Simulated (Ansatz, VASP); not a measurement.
**Ir: VASP beside Ansatz**

```
Ir
1.0
     0.00000    1.92011    1.92011
     1.92011    0.00000    1.92011
     1.92011    1.92011    0.00000
Ir
1
Direct
  0.00000 0.00000 0.00000
```

Alike in both runs: functional PBE; dispersion D3(BJ); k mesh 18 × 18 × 18; occupations gaussian, width 0.1 eV; no spin polarisation.

Ansatz relaxed the structure, and its values are those at the end. VASP's run is a single point on that final structure, the one shown.

|  | VASP | Ansatz |
| --- | --- | --- |
| version | VASP 6.6.1 | Ansatz 0.2.0 |
| potentials or method | VASP PAW PBE potentials, release 64 (Ir), cutoff 520 eV | scalar-relativistic, plane waves, PAW |
| valence electrons in the cell | 9 | 17 |

VASP gave:

```
gap on the k mesh at the Fermi level (eV) : none
pressure (GPa)                            : 0.7
```

Problem. Estimate Ansatz's values.

Solution. gap on the k mesh at the Fermi level (eV): none; pressure (GPa): 0.0.

A gap of «none» marks a metal or a gap that the smearing closes. VASP's potentials hold 9 valence electrons a cell and Ansatz's 17, so a difference there can come from the potentials and not from the codes.

Spin-orbit coupling is off throughout.
